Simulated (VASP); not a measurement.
# LiRu12 (a cell with a defect) in VASP: further runs

Runs on LiRu12 (a cell with a defect). Level: PBE. Tasks: single point.

All numbers are computed with VASP 6.6.1; they aren't measurements. Logs are shortened: lines on timing, memory, paths and dates and some standing lists are left out, and cuts for length are marked.

## (1) The cell of the first run

The cell holds a defect, 13 atoms: a = 5.400 Å, b = 8.100 Å, c = 4.277 Å, α = 90.00°, β = 90.00°, γ = 120.00°.

## (2) Single point, PBE

The input, INCAR:

```
ALGO = Normal
EDIFF = 1E-6
ENCUT = 650
GGA = PE
GGA_COMPAT = F
ISIF = 2
ISMEAR = 0
LASPH = T
LCHARG = F
LREAL = F
LWAVE = F
NBANDS = 98
NELM = 120
PREC = Accurate
SIGMA = 0.15
```

The input, KPOINTS:

```
k-points
0
Gamma
  4 3 4
```

The input, POSCAR:

```
LiRu12
1.0
    5.4000000000      0.0000000000      0.0000000000
   -4.0500000000      7.0148060000      0.0000000000
    0.0000000000      0.0000000000      4.2768000000
Ru Li
12 1
Direct
   -0.0226747105      0.0046803860      0.0057353629
    0.1471009606      0.2264262191      0.5241481949
   -0.0018998549      0.3338772305      0.0254087168
    0.1734306107      0.5699235303      0.4957624860
    0.0280355674      0.7064903862      0.0382706697
    0.1603639913      0.9013910007      0.5222977460
    0.4965699643      0.0119495821      0.0045328283
    0.6499641861      0.2199811370      0.4995795922
    0.4438099759      0.3139086099      0.0396911242
    0.6469166977      0.5720491771      0.4661146184
    0.4923424005      0.6701197439     -0.0126688178
    0.6498911223      0.8935896445      0.5102499532
    0.8029735423      0.4678133650      0.7977777778
```

Potentials or basis: VASP PAW PBE potentials, release 64 (Ru_pv, Li_sv).

The run is started by

```console
cat potpaw_PBE.64/Ru_pv/POTCAR potpaw_PBE.64/Li_sv/POTCAR > POTCAR
mpirun -np 1 vasp_std > vasp.out
```

OUTCAR:

```text
EDIFF = 1E-6
   ENCUT = 650
   GGA = PE
   ISIF = 2
   ISMEAR = 0
   LASPH = T
   LREAL = F
   NELM = 120
   PREC = Accurate

 ion  position               nearest neighbor table
   1  0.977  0.005  0.006-   9 2.52   5 2.57   2 2.58   6 2.60   3 2.61  12 2.61   7 2.63  12 2.65
                            11 2.67   2 2.71   6 2.72   7 2.77
   2  0.147  0.226  0.524-   9 2.50   3 2.58   1 2.58   3 2.59   9 2.61   8 2.66   6 2.67  12 2.69
                             1 2.71   4 2.72   8 2.74  10 2.76
   3  0.998  0.334  0.025-  13 2.09   9 2.49   2 2.58   2 2.59   8 2.60   4 2.61   1 2.61   7 2.66
                            11 2.70   8 2.78   4 2.81   9 2.92   5 2.94
   4  0.173  0.570  0.496-  13 2.17  10 2.55   5 2.56  11 2.58  12 2.60   3 2.61  11 2.64   2 2.72
                             6 2.72   3 2.81   8 2.83   5 2.84  10 2.85
   5  0.028  0.706  0.038-  13 1.98   6 2.48   7 2.51  10 2.56   4 2.56   1 2.57   6 2.60  11 2.68
                            11 2.77   4 2.84   3 2.94  10 3.03   9 3.17
   6  0.160  0.901  0.522-   5 2.48   7 2.59   5 2.60   1 2.60   8 2.61   2 2.67  12 2.68   7 2.72
                             1 2.72   4 2.72  12 2.73  10 2.73
   7  0.497  0.012  0.005-   5 2.51   8 2.57   6 2.59   9 2.60   8 2.61  12 2.62   1 2.63  12 2.66
                             3 2.66   6 2.72  11 2.76   1 2.77
   8  0.650  0.220  0.500-  13 2.16   9 2.56   7 2.57   3 2.60   7 2.61   6 2.61  12 2.64   2 2.66
                             2 2.74   3 2.78   9 2.83   4 2.83  10 2.86
   9  0.444  0.314  0.040-  13 1.99   3 2.49   2 2.50   1 2.52   8 2.56  10 2.57   7 2.60   2 2.61
                            11 2.77   8 2.83   3 2.92  10 3.05   5 3.17
  10  0.647  0.572  0.466-  13 2.04  11 2.49   4 2.55   5 2.56   9 2.57  12 2.60  11 2.64   6 2.73
                             2 2.76   4 2.85   8 2.86   5 3.03   9 3.05
  11  0.492  0.670  0.987-  10 2.49  12 2.57   4 2.58   4 2.64  10 2.64   1 2.67   5 2.68   3 2.70
                            12 2.73   7 2.76   5 2.77   9 2.77  13 2.98
  12  0.650  0.894  0.510-  11 2.57   4 2.60  10 2.60   1 2.61   7 2.62   8 2.64   1 2.65   7 2.66
                             6 2.68   2 2.69   6 2.73  11 2.73
  13  0.803  0.468  0.798-   5 1.98   9 1.99  10 2.04   3 2.09   8 2.16   4 2.17  11 2.98

  LATTYP: Found a simple monoclinic cell.
 ALAT       =     5.4000000000
 B/A-ratio  =     0.7920000000
 C/A-ratio  =     1.3228756972
 COS(beta)  =    -0.1889822305

  Lattice vectors:

 A1 = (   5.4000000000,   0.0000000000,   0.0000000000)
 A2 = (   0.0000000000,   0.0000000000,   4.2768000000)
 A3 = (  -1.3500000000,  -7.0148060000,   0.0000000000)

Analysis of symmetry for initial positions (statically):
=====================================================================
 Subroutine PRICEL returns:
 Original cell was already a primitive cell.

 Routine SETGRP: Setting up the symmetry group for a
 simple monoclinic supercell.

 Subroutine GETGRP returns: Found  1 space group operations
 (whereof  1 operations were pure point group operations)
 out of a pool of  4 trial point group operations.

The static configuration has the point symmetry C_1 .

Analysis of symmetry for dynamics (positions and initial velocities):
=====================================================================
 Subroutine PRICEL returns:
 Original cell was already a primitive cell.

 Routine SETGRP: Setting up the symmetry group for a
 simple monoclinic supercell.

 Subroutine GETGRP returns: Found  1 space group operations
 (whereof  1 operations were pure point group operations)
 out of a pool of  4 trial point group operations.

The dynamic configuration has the point symmetry C_1 .

 Subroutine INISYM returns: Found  1 space group operations
 (whereof  1 operations are pure point group operations),
 and found     1 'primitive' translations

----------------------------------------------------------------------------------------

                                     Primitive cell

  volume of cell :     162.0050

  direct lattice vectors                    reciprocal lattice vectors
     5.400000000  0.000000000  0.000000000     0.185185185  0.106916713  0.000000000
    -4.050000000  7.014806000  0.000000000     0.000000000  0.142555617  0.000000000
     0.000000000  0.000000000  4.276800000     0.000000000  0.000000000  0.233819678

  length of vectors
     5.400000000  8.100000199  4.276800000     0.213833431  0.142555617  0.233819678

  position of ions in fractional coordinates (direct lattice)
[... 45 lines left out ...]
  Length of vectors
     0.053458358  0.047518539  0.058454920

  Shift w.r.t. Gamma in fractional coordinates (k-lattice)
     0.000000000  0.000000000  0.000000000

 Subroutine IBZKPT returns following result:
 ===========================================

 Found     26 irreducible k-points:

 Following reciprocal coordinates:
            Coordinates               Weight
  0.000000  0.000000  0.000000      1.000000
  0.250000  0.000000  0.000000      2.000000
  0.500000  0.000000  0.000000      1.000000
  0.000000  0.333333  0.000000      2.000000
  0.250000  0.333333  0.000000      2.000000
  0.500000  0.333333  0.000000      2.000000
[... 16 lines left out ...]
  0.000000  0.333333  0.500000      2.000000
  0.250000  0.333333  0.500000      2.000000
 [... further k-points ...]
   k-points           NKPTS =     26   k-points in BZ     NKDIM =     26   number of bands    NBANDS=     98
   number of dos      NEDOS =    301   number of ions     NIONS =     13
   total plane-waves  NPLWV = 120960
   dimension x,y,z NGX =    48 NGY =   70 NGZ =   36
   dimension x,y,z NGXF=    96 NGYF=  140 NGZF=   72
   ions per type =              12   1
   NGX,Y,Z   is equivalent  to a cutoff of  14.78, 14.37, 13.99 a.u.
   NGXF,Y,Z  is equivalent  to a cutoff of  29.55, 28.73, 27.99 a.u.
 SYSTEM =  unknown system
   PREC   = accura    normal or accurate (medium, high low for compatibility)
   ISTART =      0    job   : 0-new  1-cont  2-samecut
   ICHARG =      2    charge: 1-file 2-atom 10-const
   ISPIN  =      1    spin polarized calculation?
   LNONCOLLINEAR =      F non collinear calculations
   LSORBIT =      F    spin-orbit coupling
   LASPH  =      T    aspherical Exc in radial PAW
   ENCUT  =  650.0 eV  47.77 Ry    6.91 a.u.  11.23 16.84  8.89*2*pi/ulx,y,z
   NELM   =    120;   NELMIN=  2; NELMDL= -5     # of ELM steps
   EDIFF  = 0.1E-05   stopping-criterion for ELM
   LREAL  =      F    real-space projection
   EDIFFG = 0.1E-04   stopping-criterion for IOM
   NSW    =      0    number of steps for IOM
   IBRION =     -1    ionic relax: 0-MD 1-quasi-New 2-CG
   NFREE  =      0    steps in history (QN), initial steepest desc. (CG)
   ISIF   =      2    stress and relaxation
   ISYM   =      2    0-nonsym 1-usesym 2-fastsym
   POTIM  = 0.5000    time-step for ionic-motion
   TEBEG  =    0.0;   TEEND  =   0.0 temperature during run
   PSTRESS=    0.0 pullay stress
   NELECT =     171.0000    total number of electrons
   NUPDOWN=      -1.0000    fix difference up-down
   EMIN   =  10.00;   EMAX   =-10.00  energy-range for DOS
   EFERMI =   0.00;   METHOD = LEGACY
   ISMEAR =     0;   SIGMA  =   0.15  broadening in eV -4-tet -1-fermi 0-gaus
   EFERMI_NEDOS =   21; number of points for ismear=-14 and -15
   IALGO  =     38    algorithm
   IMIX   =      4    mixing-type and parameters
     AMIX     =   0.40;   BMIX     =  1.00
     AMIX_MAG =   1.60;   BMIX_MAG =  1.00
  volume/ion in A,a.u.               =      12.46        84.10
  Fermi-wavevector in a.u.,A,eV,Ry     =   1.666853  3.149896 37.802432  2.778400
  Thomas-Fermi vector in A             =   2.752977
   LORBIT       =      0    0 simple, 1 ext, 2 COOP (PROOUT), +10 PAW based schemes
   GGA     = PE    functional components
   LHFCALC =     F    Hartree Fock is set to
   AEXX    =    0.0000 exact exchange contribution
   IVDW    =     0    specifies the selected vdW correction
   LEPSILON=     F    determine dielectric tensor
   LRPA    =     F    only Hartree local field effects (RPA)
 non-spin polarized calculation
 Gauss-broadening in eV      SIGMA  =   0.15
  energy-cutoff  :      650.00
  volume of cell :      162.00
 maximum number of plane-waves:      6124
 NGX is ok and might be reduce to    48
   NGX = 23   NGY = 33   NGZ = 17

 number of electron     171.0000004 magnetization

 Free energy of the ion-electron system (eV)
  ---------------------------------------------------
  ext. energy  EPLUGINS =         0.00000000
  ---------------------------------------------------
  free energy    TOTEN  =      -107.49844060 eV

  energy without entropy =     -107.39840551  energy(sigma->0) =     -107.44842305

 E-fermi :  13.4497     XC(G=0): -14.2422

 val. band max:       13.4424768351   @ k =   0.0000   0.3333   0.0000
 cond. band min:      13.4706844724   @ k =   0.0000  -0.3333   0.2500
 fundamental gap:      0.0282076373
 Fermi energy:        13.4496791136

 k-point     1 :       0.0000    0.0000    0.0000
  band No.  band energies     occupation
      1     -32.4274      2.00000
      2     -30.4396      2.00000
      3     -30.2606      2.00000
      4     -30.2083      2.00000
      5     -30.1831      2.00000
      6     -30.1661      2.00000
[... 2389 lines left out ...]
     96      14.7506      0.00000
     97      14.8024      0.00000

 [... further k-points ...]

 [bands above 97 left out]

------------------------ aborting loop because EDIFF is reached ----------------------------------------

  FORCE on cell =-STRESS in cart. coord.  units (eV):
  Direction    XX          YY          ZZ          XY          YZ          ZX
  --------------------------------------------------------------------------------------
  -------------------------------------------------------------------------------------
  Total       26.0817785     28.7862998     28.3496957      2.7090689     -0.7468597      1.4246616
  in kB      257.9404295    284.6872786    280.3694032     26.7918232     -7.3862033     14.0894462
  external PRESSURE =     274.3323704 kB  Pullay stress =       0.0000000 kB

 VOLUME and BASIS-vectors are now :
 -----------------------------------------------------------------------------
  energy-cutoff  :      650.00
  volume of cell :      162.00
      direct lattice vectors                 reciprocal lattice vectors
     5.400000000  0.000000000  0.000000000     0.185185185  0.106916713  0.000000000
    -4.050000000  7.014806000  0.000000000     0.000000000  0.142555617  0.000000000
     0.000000000  0.000000000  4.276800000     0.000000000  0.000000000  0.233819678

 POSITION                                       TOTAL-FORCE (eV/Angst)
 -----------------------------------------------------------------------------------
      5.25860      0.03283      0.02453         0.118958      0.045185      0.080655
     -0.12268      1.58834      2.24168         0.039916      0.047217      0.090116
      4.03754      2.34208      0.10867        -0.017785      0.014329      0.096874
     -1.37166      3.99790      2.12028         0.052767      0.063971     -0.035603
     -2.70989      4.95589      0.16368        -0.150969     -0.188626      0.083898
     -2.78467      6.32308      2.23376        -0.018812     -0.053284      0.055791
      2.63308      0.08382      0.01939        -0.065366     -0.054735      0.042430
      2.61888      1.54312      2.13660         0.007651     -0.150747     -0.021999
      1.12524      2.20201      0.16975         0.065886      0.208895      0.117656
      1.17655      4.01281      1.99348        -0.153064      0.104506      0.014070
     -0.05534      4.70076      4.22262        -0.075426      0.046256      0.012264
     -0.10963      6.26836      2.18224         0.005884      0.060254      0.070743
      2.44141      3.28162      3.41194         0.190361     -0.143222     -0.606895
 -----------------------------------------------------------------------------------
    total drift:                               -0.000079     -0.000127     -0.000126

  FREE ENERGIE OF THE ION-ELECTRON SYSTEM (eV)
  ---------------------------------------------------
  free  energy   TOTEN  =      -107.4984405950 eV

  energy  without entropy=     -107.3984055096  energy(sigma->0) =     -107.44842305
```

Run time: 13 min. Hardware: 1 thread of Intel Xeon Platinum 8488C (Sapphire Rapids), shared host; peak memory 0.57 GiB.

What came out:

- Free energy: -107.4984 eV
- Pressure: 27.4 GPa
- Largest force: 0.652 eV/Å
- Band gap on the k mesh: zero (an odd number of electrons rules out a gap without spin polarisation)

Forces in eV/Å, atoms in the order of the input:
```
Ru   0.119  0.045  0.081
Ru   0.040  0.047  0.090
Ru  -0.018  0.014  0.097
Ru   0.053  0.064 -0.036
Ru  -0.151 -0.189  0.084
Ru  -0.019 -0.053  0.056
Ru  -0.065 -0.055  0.042
Ru   0.008 -0.151 -0.022
Ru   0.066  0.209  0.118
Ru  -0.153  0.105  0.014
Ru  -0.075  0.046  0.012
Ru   0.006  0.060  0.071
Li   0.190 -0.143 -0.607
```

Levels at points of the mesh, in eV from the Fermi level:
| k point | band 82 | band 83 | band 84 | band 85 | band 86 | band 87 | band 88 | band 89 |
| --- | --- | --- | --- | --- | --- | --- | --- | --- |
| (0.00, 0.00, 0.00) | -0.47 | -0.07 | 0.10 | 0.20 | 0.29 | 0.33 | 0.55 | 0.66 |
| (0.50, 0.00, 0.00) | -0.99 | -0.88 | -0.81 | -0.67 | -0.38 | -0.30 | -0.16 | -0.15 |
| (0.00, 0.00, 0.50) | -0.86 | -0.73 | -0.03 | 0.13 | 0.24 | 0.37 | 0.46 | 0.52 |
| (0.50, 0.00, 0.50) | -1.29 | -1.12 | -1.00 | -0.84 | 0.04 | 0.24 | 0.29 | 0.58 |

Caveat: the k points lie up to 0.37 Å⁻¹ apart, too coarse for converged energies and pressures of a metal.

## (3) Single point, PBE

The input, INCAR:

```
SYSTEM = LiRu12
ALGO = Normal
EDIFF = 1E-6
ENCUT = 650
GGA = PE
GGA_COMPAT = .FALSE.
ISIF = 2
ISMEAR = 0
LASPH = .TRUE.
LCHARG = .TRUE.
LELF = .TRUE.
LREAL = .FALSE.
LVHAR = .TRUE.
LWAVE = .FALSE.
NBANDS = 98
NELM = 120
PREC = Accurate
SIGMA = 0.15
```

The input, KPOINTS:

```
k-points
0
G
  4 3 4
  0 0 0
```

The input, POSCAR:

```
LiRu12
1.0
    5.4000000000      0.0000000000      0.0000000000
   -4.0500000000      7.0148060000      0.0000000000
    0.0000000000      0.0000000000      4.2768000000
Ru Li
12 1
Direct
   -0.0388271591      0.0006272447     -0.0014913019
    0.1411613165      0.2229474343      0.5115712682
    0.0000896613      0.3301173261      0.0128582117
    0.1638140164      0.5647915281      0.5006804153
    0.0564637145      0.7257800144      0.0232362982
    0.1648612041      0.9054685190      0.5133207071
    0.5068553495      0.0166355278      0.0009682473
    0.6585132604      0.2312510139      0.5024703049
    0.4215925842      0.2958004826      0.0210456416
    0.6563926653      0.5638455290      0.4752684250
    0.4966362061      0.6674539538     -0.0081993547
    0.6460062264      0.8893490426      0.5025084175
    0.7951926724      0.4776564028      0.9059336420
```

Potentials or basis: VASP PAW PBE potentials, release 64 (Ru_pv, Li_sv).

The run is started by

```console
cat potpaw_PBE.64/Ru_pv/POTCAR potpaw_PBE.64/Li_sv/POTCAR > POTCAR
mpirun -np 1 vasp_std > vasp.out
```

Run time: 15 min. Hardware: 1 thread of Intel Xeon Platinum 8259CL at 2.50GHz (Skylake/Cascade Lake), shared host; peak memory 0.58 GiB.

The run converged. Its results:

| Item | Value |
| --- | --- |
| Free energy | -106.6941 eV |
| Pressure | 29.3 GPa |
| Largest force | 1.374 eV/Å |
| Band gap on the k mesh | zero (an odd number of electrons rules out a gap without spin polarisation) |

Forces in eV/Å, atoms in the order of the input:
```
Ru   0.059  0.003  0.033
Ru   0.009  0.017  0.212
Ru  -0.044  0.057  0.235
Ru   0.020  0.011  0.052
Ru   0.004 -0.056  0.413
Ru  -0.006 -0.018  0.242
Ru  -0.015 -0.012  0.058
Ru  -0.010 -0.041  0.081
Ru  -0.013  0.038  0.376
Ru  -0.069  0.058 -0.332
Ru   0.001 -0.018 -0.074
Ru   0.005  0.010  0.076
Li   0.060 -0.049 -1.372
```

Stress tensor (GPa, compression positive):
```
30.77  6.82  1.49
 6.82 36.75 -0.48
 1.49 -0.48 20.26
```

Levels at points of the mesh, in eV from the Fermi level:
```tsv
k point	band 82	band 83	band 84	band 85	band 86	band 87	band 88	band 89
(0.00, 0.00, 0.00)	-0.93	-0.06	0.12	0.26	0.37	0.46	0.55	0.69
(0.50, 0.00, 0.00)	-0.97	-0.87	-0.71	-0.66	-0.41	-0.30	-0.05	0.25
(0.00, 0.00, 0.50)	-0.72	-0.62	-0.18	0.01	0.21	0.35	0.45	0.55
(0.50, 0.00, 0.50)	-1.03	-0.99	-0.87	-0.68	-0.07	0.26	0.32	0.45
```

Caveat: the k points lie up to 0.37 Å⁻¹ apart, too coarse for converged energies and pressures of a metal; atoms lie so close that the PAW spheres overlap strongly, which falsifies energies and pressures.

The gap in the log of VASP goes by the Fermi energy; the results here count the filled bands.